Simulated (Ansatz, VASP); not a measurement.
**Two plane-wave programs on Ti2C**

The input INCAR:

```
  ALGO = Normal
  EDIFF = 1E-8
  ENCUT = 520
  ISIF = 2
  ISMEAR = -1
  LASPH = True
  LCHARG = False
  LEFG = True
  LREAL = False
  LWAVE = False
  NBANDS = 21
  NELM = 100
  PREC = Accurate
  SIGMA = 0.05
```

The input KPOINTS:

```
k-points
0
Gamma
  14 14 14
```

POSCAR

```
Ti2C
1.0
    1.2874764096      0.7433248516      3.1020901575
   -1.2874764096      0.7433248516      3.1020901575
    0.0000000000     -1.4866497032      3.1020901575
Ti C
2 1
Direct
    0.2649005990      0.2649005990      0.2649005990
    0.7350994010      0.7350994010      0.7350994010
    0.5000000000      0.5000000000      0.5000000000
```

Input for Ansatz:

```yaml
crystal:
  lattice:
    - [1.2874764096, 0.7433248516, 3.1020901575]
    - [-1.2874764096, 0.7433248516, 3.1020901575]
    - [0.0, -1.4866497032, 3.1020901575]
  atoms:
    - { symbol: Ti, position: [0.264900599, 0.264900599, 0.264900599] }
    - { symbol: Ti, position: [0.735099401, 0.735099401, 0.735099401] }
    - { symbol: C, position: [0.5, 0.5, 0.5] }
kpoints:
  mp_grid: { grid: [14, 14, 14] }
  band_path:
    path:
      - [0.0, 0.0, 0.0]
      - [0.5, 0.5, 0.5]
      - [0.7950546302, 0.2049453698, 0.5]
      - [0.5, -0.2049453698, 0.2049453698]
      - [0.5, 0.0, 0.0]
      - [0.0, 0.0, 0.0]
      - [0.3524726849, -0.3524726849, 0.0]
      - [0.6475273151, 0.0, 0.3524726849]
      - [0.5, 0.0, 0.5]
    npoints: 6
scf:
  occupations: { method: fermi_dirac, width: 0.05 }
hamiltonian:
  xc: lda
  pseudopotentials: { kind: paw }
output:
  forces: true
  stress: true
  eigenvalues: true
  efg: { contact_densities: true }
  populations: true
  write_density: true
  write_potential: true
  elf: true
  volumetric_format: npy
```

Change from the starting cell: volume scaled by 0.45, PAW files.

Alike in both runs: task electric field gradients; functional LDA; k mesh 14 × 14 × 14; occupations fermi-dirac, width 0.05 eV; no spin polarisation.

```csv
,VASP,Ansatz
version,VASP 6.6.1,Ansatz 0.2.0
potentials or method,"VASP PAW LDA potentials, release 64 (Ti_sv, C)","PAW with Ansatz's default frozen-core files, scalar-relativistic"
plane-wave cutoff (eV),520,420
valence electrons in the cell,28,28
```

```tsv
	VASP	Ansatz	Ansatz less VASP
pressure (GPa)	453.5	447.2	-6.27
traceless stress, the component that is largest in VASP (GPa)	2.29	-0.04	-2.337
rms of the force components (eV/Å)	0.432	0.000	-0.4311
size of Vzz on the site where it differs most (V/Å²)	0.5	0.1	-0.45
```

LDA's correlation is that of Perdew and Zunger in VASP and of Perdew and Wang (1992) in Ansatz. Atom by atom the forces differ by 0.432 eV/Å (rms over components). Both programs put the cell under a high pressure, so it lies far from rest at this level.

Noted on VASP's run: the cell as given lies far from equilibrium.
